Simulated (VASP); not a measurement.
Ge, 2 atoms in the cell. It takes space group Imma (No. 74, orthorhombic). The conventional cell has a = 3.842 Å, b = 4.230 Å, c = 5.433 Å, α = 90.00°, β = 90.00°, γ = 90.00°. Ge (site symmetry mm2) has 4 Ge at 2.35 to 2.51 Å within 3.1 Å. 

- Program: VASP 6.6.1
- Task: single point
- Functional: PBEsol
- Potentials or basis: VASP PAW PBE potentials, release 64 (Ge_d)
- Cutoff: 520 eV
- k mesh: 9 × 7 × 16
- Occupations: gaussian, width 0.1 eV
- Spin: no spin polarisation
- Dipole correction: no
- Further INCAR settings: ALGO = Normal; EDIFF = 1e-06; NBANDS = 21; ISYM = 0

Potentials or basis: VASP PAW PBE potentials, release 64 (Ge_d).

Run with:

```bash
$ cat potpaw_PBE.64/Ge_d/POTCAR > POTCAR
$ mpirun -np 1 vasp_std > vasp.out
```

Hardware: 1 thread of Intel Xeon 8259CL (shared host).

Task: Estimate the wall time of this run.

Result: Wall time 14 min on 1 thread of Intel Xeon 8259CL (shared host), peak memory 0.47 GiB. Counts: scf iterations 11, k points 505.
